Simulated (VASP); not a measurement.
Wanted: the native input for a VASP 6.6.1 run.

```
Task                   : single point
Functional             : LDA
Potentials or basis    : VASP PAW LDA potentials, release 64 (Se)
Cutoff                 : 520 eV
k mesh                 : 9 × 9 × 6
Occupations            : methfessel-paxton, width 0.3 eV
Spin                   : no spin polarisation
Dipole correction      : no
Further INCAR settings : ALGO = Normal; EDIFF = 1e-07; NBANDS = 16
```

The structure of Se lies in POSCAR:

```
Se
1.0
    3.9534579885      0.0000000000      0.0000000000
   -1.9767289943      3.4237950508      0.0000000000
    0.0000000000      0.0000000000      5.1205317866
Se
3
Direct
    0.2543546533      1.0000000000      0.3333333333
    1.0000000000      0.2543546533      0.6666666667
    0.7456453467      0.7456453467      1.0000000000
```

These files were run (other wordings do the same):

INCAR

```
SYSTEM = Se
PREC = Accurate ; ENCUT = 520
EDIFF = 1E-7 ; ISMEAR = 1
SIGMA = 0.3 ; LREAL = .False.
LASPH = .True. ; NELM = 80
ALGO = Normal ; ISIF = 2
LWAVE = .False. ; LCHARG = .False.
GGA = CA ; NBANDS = 16
```

KPOINTS

```
Automatic mesh
0
Gamma
  9 9 6
  0 0 0
```

Potentials or basis: VASP PAW LDA potentials, release 64 (Se).

Command:

```bash
$ cat potpaw_LDA.64/Se/POTCAR > POTCAR
$ mpirun -np 1 vasp_std > vasp.out
```

Results of the run:

The pressure is 0.2 GPa and the largest force is 0.052 eV/Å. The band gap on the k mesh is 0.28 eV, direct.

Run time: 28 s on 1 thread of Intel(R) Xeon(R) 6975P-C (Granite Rapids), on a shared host, peak memory 0.18 GiB.
